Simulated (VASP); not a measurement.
# Co (P6_3/mmc) in VASP: further runs, part 2 of 2

VASP 6.6.1.

### Step 3. Relaxation of cell and atoms, PBE, collinear spin, ferromagnetic start, target pressure 10 GPa, at which the enthalpy is minimised

The input, INCAR:

```
SYSTEM = Co
ALGO = Fast ; EDIFF = 1E-6
EDIFFG = -0.01 ; ENCUT = 600
GGA = PE ; IBRION = 2
ISIF = 3 ; ISMEAR = -1
ISPIN = 2 ; LASPH = .TRUE.
LCHARG = .FALSE. ; LMAXMIX = 4
LORBIT = 11 ; LREAL = .FALSE.
LWAVE = .FALSE. ; MAGMOM = 2 2 2 2
NELM = 150 ; NSW = 60
PREC = Accurate ; PSTRESS = 100.0
SIGMA = 0.05
```

The input, KPOINTS:

```
k-points
0
G
  12 12 4
  0 0 0
```

The input, POSCAR:

```
Co
1.0
    2.4705617809      0.0000000000      0.0000000000
   -1.2352808905      2.1395692639      0.0000000000
    0.0000000000      0.0000000000      8.0882338000
Co
4
Direct
    0.6666666667      0.3333333333      0.7500000000
    0.0000000000      0.0000000000      0.5000000000
    0.3333333333      0.6666666667      0.2500000000
    0.0000000000      0.0000000000      0.0000000000
```

Potentials or basis: VASP PAW PBE potentials, release 64 (Co).

Command:

```
$ cat potpaw_PBE.64/Co/POTCAR > POTCAR
$ mpirun -np 1 vasp_std > vasp.out
```

OUTCAR:

```text
SYSTEM = Co
   EDIFF = 1E-6
   EDIFFG = -0.01
   ENCUT = 600
   GGA = PE
   IBRION = 2
   ISIF = 3
   ISMEAR = -1
   ISPIN = 2
   LASPH = .TRUE.
   LORBIT = 11
   LREAL = .FALSE.
   NELM = 150
   NSW = 60
   PREC = Accurate
   PSTRESS = 100.0

 ion  position               nearest neighbor table
   1  0.667  0.333  0.750-   2 2.47   4 2.47   2 2.47   4 2.47   2 2.47   4 2.47
   2  0.000  0.000  0.500-   1 2.47   3 2.47   1 2.47   3 2.47   1 2.47   3 2.47
   3  0.333  0.667  0.250-   2 2.47   4 2.47   2 2.47   4 2.47   2 2.47   4 2.47
   4  0.000  0.000  0.000-   1 2.47   3 2.47   1 2.47   3 2.47   1 2.47   3 2.47

  LATTYP: Found a hexagonal cell.
 ALAT       =     2.4705617809
 C/A-ratio  =     3.2738439745

  Lattice vectors:

 A1 = (   2.4705617809,   0.0000000000,   0.0000000000)
 A2 = (  -1.2352808905,   2.1395692639,   0.0000000000)
 A3 = (   0.0000000000,   0.0000000000,   8.0882338000)

Analysis of symmetry for initial positions (statically):
=====================================================================
 Subroutine PRICEL returns:
 Original cell was already a primitive cell.

 Routine SETGRP: Setting up the symmetry group for a
 hexagonal supercell.

 Subroutine GETGRP returns: Found 24 space group operations
 (whereof 12 operations were pure point group operations)
 out of a pool of 24 trial point group operations.

The static configuration has the point symmetry D_3d.
[... 193 lines left out ...]
  in kB       49.8742003     49.8742003     11.6808176     -0.0000000     -0.0000000     -0.0000000
  external PRESSURE =     -62.8569273 kB  Pullay stress =     100.0000000 kB
[... 107 lines left out ...]
--------------------------------------- Ionic step        4  -------------------------------------------

 number of electron      36.0000001 magnetization       6.4532723

 Free energy of the ion-electron system (eV)
  ---------------------------------------------------
  ext. energy  EPLUGINS =         0.00000000
  ---------------------------------------------------
  free energy    TOTEN  =       -28.07360271 eV

  energy without entropy =      -28.03986283  energy(sigma->0) =      -28.05673277

 E-fermi :  10.9172     XC(G=0): -13.6520

 val. band max:       10.9169721487   @ k =   0.3333   0.0000   0.0000
 cond. band min:      10.9193183608   @ k =   0.2500   0.0000   0.2500
 fundamental gap:      0.0023462121
 Fermi energy:        10.9171545725

 spin component 1

 k-point     1 :       0.0000    0.0000    0.0000
  band No.  band energies     occupation
      1       1.6960      1.00000
      2       3.9843      1.00000
      3       4.0118      1.00000
      4       5.5371      1.00000
      5       7.8358      1.00000
      6       7.8705      1.00000
[... 685 lines left out ...]
     25      19.7162      0.00000
     26      20.9563      0.00000

 [... further k-points ...]

 spin component 2

 k-point     1 :       0.0000    0.0000    0.0000
  band No.  band energies     occupation
      1       1.7173      1.00000
      2       4.0925      1.00000
      3       4.0974      1.00000
      4       6.4643      1.00000
      5       9.1645      1.00000
      6       9.2282      1.00000
[... 722 lines left out ...]
  energy  without entropy=      -28.0398628269  energy(sigma->0) =      -28.05673277

  enthalpy is  TOTEN    =       -25.4757629774 eV   P V=        2.5978397301

 reached required accuracy - stopping structural energy minimisation

 total charge

# of ion       s       p       d       tot
------------------------------------------
    1        0.508   0.562   7.284   8.355
    2        0.508   0.559   7.293   8.360
    3        0.508   0.562   7.284   8.355
    4        0.508   0.559   7.293   8.360
--------------------------------------------------
tot          2.033   2.242  29.154  33.429

 magnetization (x)

# of ion       s       p       d       tot
------------------------------------------
    1       -0.013  -0.052   1.698   1.633
    2       -0.014  -0.049   1.676   1.613
    3       -0.013  -0.052   1.698   1.633
    4       -0.014  -0.049   1.676   1.613
--------------------------------------------------
tot         -0.055  -0.202   6.750   6.493
```

Wall time 3.9 min (1 thread of Intel Xeon 6975P-C (Granite Rapids), shared host); peak memory 0.26 GiB.

Results:

| Quantity | Value |
| --- | --- |
| Free energy | -28.0736 eV |
| Relaxed volume | 10.41 Å³/atom |
| Relaxed cell | a = 2.458 Å, b = 2.458 Å, c = 7.953 Å, α = 90.00°, β = 90.00°, γ = 120.00° |
| Space group after relaxing (to 0.1 Å) | P6_3/mmc (No. 194) |
| Energy change on relaxing (the run minimises the enthalpy) | +10.9 meV/atom |
| Ionic steps | 4 |
| Pressure after relaxing | 10.0 GPa |
| Net moment | 6.45 μB per cell |
| Site moments | Co +1.63, +1.61 (each value once) μB |
| Valence electrons inside the program's atomic spheres | Co 8.36 |

Step by step:
```
step  energy change (eV)  largest force (eV/Å)  pressure (GPa)  volume (Å³)
   1              0.0000                0.0000            3.71        42.75
   2              0.1711                0.0000           19.18        40.21
   3              0.0477                0.0000           10.28        41.58
   4              0.0437                0.0000            9.97        41.62
```

Final structure:
```
Co
1.0
     2.45820    0.00000    0.00000
    -1.22910    2.12886    0.00000
     0.00000    0.00000    7.95349
Co
4
Direct
  0.66667 0.33333 0.75000
  0.00000 0.00000 0.50000
  0.33333 0.66667 0.25000
  0.00000 0.00000 0.00000
```

Levels at points of the mesh, in eV from the Fermi level:
Spin up:
```
           k point  band 18  band 19  band 20  band 21  band 22  band 23  band 24  band 25  band 26
(0.00, 0.00, 0.00)    -1.50    -1.50    -1.15    -1.15    -0.73    -0.73    -0.17     6.67    15.44
(0.50, 0.00, 0.00)    -0.52    -0.48    -0.46     0.26     1.41     2.59     3.22     7.27     7.29
(0.00, 0.00, 0.50)    -1.66    -1.66    -1.66    -0.92    -0.92    -0.92    -0.92     9.75     9.75
(0.50, 0.00, 0.50)    -0.67    -0.52    -0.52     1.30     1.30     2.91     2.91     7.63     7.63
```
Spin down:
```csv
k point,band 12,band 13,band 14,band 15,band 16,band 17
"(0.00, 0.00, 0.00)",-0.89,-0.89,-0.85,-0.85,-0.20,0.02
"(0.50, 0.00, 0.00)",-0.14,-0.10,0.52,1.21,1.25,1.27
"(0.00, 0.00, 0.50)",-1.11,-1.01,-1.01,-1.01,-1.01,0.22
"(0.50, 0.00, 0.50)",-0.89,-0.24,-0.24,0.85,0.85,1.23
```

Caveat: the cell is relaxed towards a set pressure, so the run minimises the enthalpy, not the energy.

### Step 4. Relaxation of cell and atoms, PBE, collinear spin, ferromagnetic start

The input, INCAR:

```
SYSTEM = Co
PREC     = Accurate       ! precision mode
ENCUT    = 600            ! plane-wave cutoff, eV
EDIFF    = 1E-6           ! SCF threshold, eV
ISMEAR   = -1             ! smearing method
SIGMA    = 0.05           ! smearing width, eV
LREAL    = .False.        ! projectors in reciprocal space
LASPH    = .True.         ! aspherical terms in the spheres
NELM     = 150            ! most SCF steps
ALGO     = Normal         ! electronic algorithm
ISIF     = 3              ! what is computed and relaxed
LWAVE    = .False.        ! write WAVECAR
LCHARG   = .False.        ! write CHGCAR
ISPIN    = 2              ! spin polarisation
MAGMOM   = 2 2 2 2        ! initial moments
LORBIT   = 11             ! projections on sites
LMAXMIX  = 4              ! l up to which the mixer works
GGA      = PE             ! functional
IBRION   = 2              ! ionic algorithm
NSW      = 60             ! ionic steps
EDIFFG   = -0.01          ! ionic threshold
```

The input, KPOINTS:

```
Automatic mesh
0
Gamma
  12 12 4
  0 0 0
```

POSCAR is that of step 3.

Command:

```
$ cat potpaw_PBE.64/Co/POTCAR > POTCAR
$ mpirun -np 1 vasp_std > vasp.out
```

Run time: 4.2 min. Hardware: 1 thread of Intel Xeon 6975P-C (Granite Rapids), shared host; peak memory 0.26 GiB.

The run converged. Its results:

- Free energy: -28.1298 eV
- Relaxed volume: 10.87 Å³/atom
- Relaxed cell: a = 2.494 Å, b = 2.494 Å, c = 8.068 Å, α = 90.00°, β = 90.00°, γ = 120.00°
- Space group after relaxing (to 0.1 Å): P6_3/mmc (No. 194)
- Energy gained by relaxing: 3.1 meV/atom
- Ionic steps: 5
- Pressure after relaxing: 0.0 GPa
- Net moment: 6.63 μB per cell
- Site moments: Co +1.68, +1.67 (each value once) μB
- Valence electrons inside the program's atomic spheres: Co 8.27

Stress tensor (GPa, compression positive):
```
 0.05  0.00  0.00
 0.00  0.05  0.00
 0.00  0.00 -0.05
```

Step by step:
```csv
step,energy change (eV),largest force (eV/Å),pressure (GPa),volume (Å³)
1,0.0000,0.0000,3.69,42.75
2,-0.0032,0.0000,-3.64,44.29
3,-0.0115,0.0000,-0.49,43.57
4,-0.0115,0.0000,-0.36,43.56
5,-0.0126,0.0000,0.01,43.47
```

Final structure:
```xyz
4
Lattice="2.4944 0.0000 0.0000 -1.2472 2.1602 0.0000 0.0000 0.0000 8.0679" Properties=species:S:1:pos:R:3 pbc="T T T"
Co    1.2472    0.7201    6.0509
Co    1.2472    2.1602    4.0339
Co    0.0000    1.4402    2.0170
Co    2.4944    0.0000    8.0679
```

Levels at points of the mesh, in eV from the Fermi level:
Spin up:
| k point | band 20 | band 21 | band 22 | band 23 | band 24 | band 25 |
| --- | --- | --- | --- | --- | --- | --- |
| (0.00, 0.00, 0.00) | -1.21 | -1.21 | -0.82 | -0.82 | -0.14 | 6.27 |
| (0.50, 0.00, 0.00) | -0.56 | 0.24 | 1.36 | 2.40 | 3.02 | 6.87 |
| (0.00, 0.00, 0.50) | -1.69 | -0.99 | -0.99 | -0.99 | -0.99 | 9.33 |
| (0.50, 0.00, 0.50) | -0.62 | 1.19 | 1.19 | 2.74 | 2.74 | 7.25 |
Spin down:
```tsv
k point	band 11	band 12	band 13	band 14	band 15	band 16	band 17	band 18
(0.00, 0.00, 0.00)	-1.03	-0.81	-0.81	-0.77	-0.77	-0.19	0.05	0.05
(0.50, 0.00, 0.00)	-0.74	-0.11	-0.07	0.50	1.16	1.21	1.22	1.23
(0.00, 0.00, 0.50)	-1.02	-1.02	-0.93	-0.93	-0.93	-0.93	0.24	0.24
(0.50, 0.00, 0.50)	-0.83	-0.83	-0.22	-0.22	0.82	0.82	1.18	1.18
```

### Step 5. Single point, BLYP+D3(BJ), collinear spin, ferromagnetic start

This run uses another cell than the first one, of 10.26 Å³/atom.

The input, INCAR:

```
PREC     = Accurate       # precision mode
ENCUT    = 690            # plane-wave cutoff, eV
EDIFF    = 1E-6           # SCF threshold, eV
ISMEAR   = -1             # smearing method
SIGMA    = 0.05           # smearing width, eV
LREAL    = F              # projectors in reciprocal space
LASPH    = T              # aspherical terms in the spheres
NELM     = 200            # most SCF steps
ALGO     = Normal         # electronic algorithm
ISIF     = 2              # what is computed and relaxed
LWAVE    = F              # write WAVECAR
LCHARG   = F              # write CHGCAR
ISPIN    = 2              # spin polarisation
MAGMOM   = 2 2 2 2        # initial moments
LORBIT   = 11             # projections on sites
LMAXMIX  = 4              # l up to which the mixer works
GGA      = B5             # functional
ALDAX    = 1.0          
AGGAX    = 1.0          
AGGAC    = 1.0          
ALDAC    = 0.0          
IVDW     = 12             # dispersion correction
VDW_S6   = 1.0          
VDW_S8   = 2.6996       
VDW_A1   = 0.4298       
VDW_A2   = 4.2359       
NBANDS   = 46             # bands
GGA_COMPAT= F
```

The input, KPOINTS:

```
regular mesh
0
Gamma
  12 12 4
```

The input, POSCAR:

```
Co
1.0
    2.4371717178      0.0000000000      0.0000000000
   -1.2185858589      2.1106526210      0.0000000000
    0.0000000000      0.0000000000      7.9789199430
Co
4
Direct
    0.6666666667      0.3333333333      0.7500000000
    0.0000000000      0.0000000000      0.5000000000
    0.3333333333      0.6666666667      0.2500000000
    0.0000000000      0.0000000000      0.0000000000
```

Potentials or basis: VASP PAW PBE potentials, release 64 (Co_sv).

Command:

```
$ cat potpaw_PBE.64/Co_sv/POTCAR > POTCAR
$ mpirun -np 1 vasp_std > vasp.out
```

Wall time 4.9 min (1 thread of Intel Xeon Platinum 8488C (Sapphire Rapids), shared host); peak memory 0.36 GiB.

It converged, with:

| Property | Result |
| --- | --- |
| Free energy | -28.1914 eV |
| Pressure | 6.9 GPa |
| Net moment | 6.19 μB per cell |
| Site moments | Co +1.61, +1.58 (each value once) μB |
| Valence electrons inside the program's atomic spheres | Co 15.15, 15.16 (each value once) |
| Dispersion energy per atom | -1.010 eV |

Stress tensor (GPa, compression positive):
```
8.09 0.00 0.00
0.00 8.09 0.00
0.00 0.00 4.63
```

Levels at points of the mesh, in eV from the Fermi level:
Spin up:
```csv
k point,band 33,band 34,band 35,band 36,band 37,band 38,band 39,band 40,band 41,band 42
"(0.00, 0.00, 0.00)",-1.77,-1.42,-1.42,-1.09,-1.09,-0.66,-0.66,-0.12,6.70,15.40
"(0.50, 0.00, 0.00)",-0.49,-0.40,-0.39,-0.37,0.46,1.60,2.80,3.43,7.51,7.54
"(0.00, 0.00, 0.50)",-1.59,-1.59,-1.59,-1.59,-0.85,-0.85,-0.85,-0.85,9.76,9.76
"(0.50, 0.00, 0.50)",-0.54,-0.54,-0.41,-0.41,1.50,1.50,3.11,3.11,7.85,7.85
```
Spin down:
| k point | band 26 | band 27 | band 28 | band 29 | band 30 | band 31 | band 32 | band 33 | band 34 | band 35 |
| --- | --- | --- | --- | --- | --- | --- | --- | --- | --- | --- |
| (0.00, 0.00, 0.00) | -1.27 | -1.27 | -0.98 | -0.98 | -0.93 | -0.93 | -0.11 | -0.01 | -0.01 | 0.38 |
| (0.50, 0.00, 0.00) | -1.27 | -0.90 | -0.16 | -0.12 | 0.71 | 1.22 | 1.24 | 1.25 | 1.28 | 1.35 |
| (0.00, 0.00, 0.50) | -1.19 | -1.19 | -1.19 | -1.07 | -1.07 | -1.07 | -1.07 | 0.19 | 0.19 | 0.19 |
| (0.50, 0.00, 0.50) | -0.96 | -0.84 | -0.84 | -0.24 | -0.24 | 0.82 | 0.82 | 1.24 | 1.24 | 1.35 |

Caveat: the cell stands under pressure; the dispersion term is far too large for a dense solid, which distorts pressure and volume; the PAW data sets were made with another functional, which shifts forces and pressure a little.

### Step 6. Single point, BLYP, collinear spin, ferromagnetic start

This run uses another cell than the first one, of 10.90 Å³/atom.

The input, INCAR:

```
SYSTEM = Co
PREC = Accurate
ENCUT = 690
EDIFF = 1E-6
ISMEAR = -1
SIGMA = 0.05
LREAL = .FALSE.
LASPH = .TRUE.
NELM = 200
ALGO = Normal
ISIF = 2
LWAVE = .FALSE.
LCHARG = .TRUE.
ISPIN = 2
MAGMOM = 2 2 2 2
LORBIT = 11
LMAXMIX = 4
GGA = B5
ALDAX = 1.0
AGGAX = 1.0
AGGAC = 1.0
ALDAC = 0.0
LELF = .TRUE.
LVHAR = .TRUE.
NBANDS = 46
GGA_COMPAT = .FALSE.
```

The input, KPOINTS:

```
regular mesh
0
G
  12 12 4
  0 0 0
```

The input, POSCAR:

```
Co
1.0
    2.4869235940      0.0000000000      0.0000000000
   -1.2434617971      2.1537390097      0.0000000000
    0.0000000000      0.0000000000      8.1417998233
Co
4
Direct
    0.6666666667      0.3333333333      0.7500000000
    0.0000000000      0.0000000000      0.5000000000
    0.3333333333      0.6666666667      0.2500000000
    0.0000000000      0.0000000000      0.0000000000
```

Potentials or basis: VASP PAW PBE potentials, release 64 (Co_sv).

Command:

```
$ cat potpaw_PBE.64/Co_sv/POTCAR > POTCAR
$ mpirun -np 1 vasp_std > vasp.out
```

It took 3.3 min on 1 thread of Intel Xeon 6975P-C (Granite Rapids), shared host; peak memory 0.37 GiB.

Results (log left out):

```
Free energy                                           : -24.4126 eV
Pressure                                              : 8.4 GPa
Net moment                                            : 6.52 μB per cell
Site moments                                          : Co +1.69, +1.67 (each value once) μB
Valence electrons inside the program's atomic spheres : Co 15.11
```

Stress tensor (GPa, compression positive):
```
9.60 0.00 0.00
0.00 9.60 0.00
0.00 0.00 6.06
```

Levels at points of the mesh, in eV from the Fermi level:
Spin up:
| k point | band 35 | band 36 | band 37 | band 38 | band 39 | band 40 | band 41 | band 42 |
| --- | --- | --- | --- | --- | --- | --- | --- | --- |
| (0.00, 0.00, 0.00) | -1.48 | -1.17 | -1.17 | -0.79 | -0.79 | -0.10 | 6.12 | 14.69 |
| (0.50, 0.00, 0.00) | -0.53 | -0.52 | 0.43 | 1.51 | 2.53 | 3.14 | 6.93 | 6.96 |
| (0.00, 0.00, 0.50) | -1.64 | -1.64 | -0.96 | -0.96 | -0.96 | -0.96 | 9.16 | 9.16 |
| (0.50, 0.00, 0.50) | -0.55 | -0.55 | 1.34 | 1.34 | 2.86 | 2.86 | 7.30 | 7.30 |
Spin down:
| k point | band 27 | band 28 | band 29 | band 30 | band 31 | band 32 | band 33 | band 34 |
| --- | --- | --- | --- | --- | --- | --- | --- | --- |
| (0.00, 0.00, 0.00) | -1.12 | -0.85 | -0.85 | -0.81 | -0.81 | -0.09 | 0.05 | 0.05 |
| (0.50, 0.00, 0.00) | -0.80 | -0.10 | -0.06 | 0.69 | 1.17 | 1.19 | 1.20 | 1.22 |
| (0.00, 0.00, 0.50) | -1.04 | -1.04 | -0.94 | -0.94 | -0.94 | -0.94 | 0.23 | 0.23 |
| (0.50, 0.00, 0.50) | -0.76 | -0.76 | -0.20 | -0.20 | 0.80 | 0.80 | 1.19 | 1.19 |

Caveat: the cell stands under pressure; the PAW data sets were made with another functional, which shifts forces and pressure a little.

### Step 7. The runs side by side

| task | level | potentials or basis | cell | cutoff (eV) | gap on the mesh (eV) | pressure (GPa) | moment (μB) | relaxed volume (Å³/atom) |
| --- | --- | --- | --- | --- | --- | --- | --- | --- |
| relaxation of cell and atoms | RPBE+D3(BJ) | VASP PAW PBE potentials, release 64 (Co) | relaxed from a = 2.471, b = 2.471, c = 8.088 Å, angles 90.0, 90.0, 120.0°, 4 atoms | 600 | none | 0.0 | 6.15 | 9.71 |
| relaxation of cell and atoms | PBE | VASP PAW PBE potentials, release 64 (Co) | relaxed to 10 GPa from a = 2.471, b = 2.471, c = 8.088 Å, angles 90.0, 90.0, 120.0°, 4 atoms | 600 | none | 10.0 | 6.45 | - |
| relaxation of cell and atoms | PBE | VASP PAW PBE potentials, release 64 (Co) | relaxed from a = 2.471, b = 2.471, c = 8.088 Å, angles 90.0, 90.0, 120.0°, 4 atoms | 600 | none | 0.0 | 6.63 | 10.87 |
| single point | BLYP+D3(BJ) | VASP PAW PBE potentials, release 64 (Co_sv) | a = 2.437, b = 2.437, c = 7.979 Å, angles 90.0, 90.0, 120.0°, 4 atoms | 690 | none | 6.9 | 6.19 | - |
| single point | BLYP | VASP PAW PBE potentials, release 64 (Co_sv) | a = 2.487, b = 2.487, c = 8.142 Å, angles 90.0, 90.0, 120.0°, 4 atoms | 690 | none | 8.4 | 6.52 | - |

Alike in all rows: spin collinear, ferromagnetic start; k mesh 12 × 12 × 4; smearing fermi-dirac 0.05 eV.

Caveats: the PAW data sets were made with another functional, which shifts forces and pressure a little (at least some runs); the dispersion term is far too large for a dense solid, which distorts pressure and volume (at least some runs); the cell stands under pressure (at least some runs); the cell is relaxed towards a set pressure, so the run minimises the enthalpy, not the energy (at least some runs).

Total energies depend on the potentials used, so only differences within one code and one set of settings carry meaning.

The gap in the log of VASP goes by the Fermi energy; the results here count the filled bands.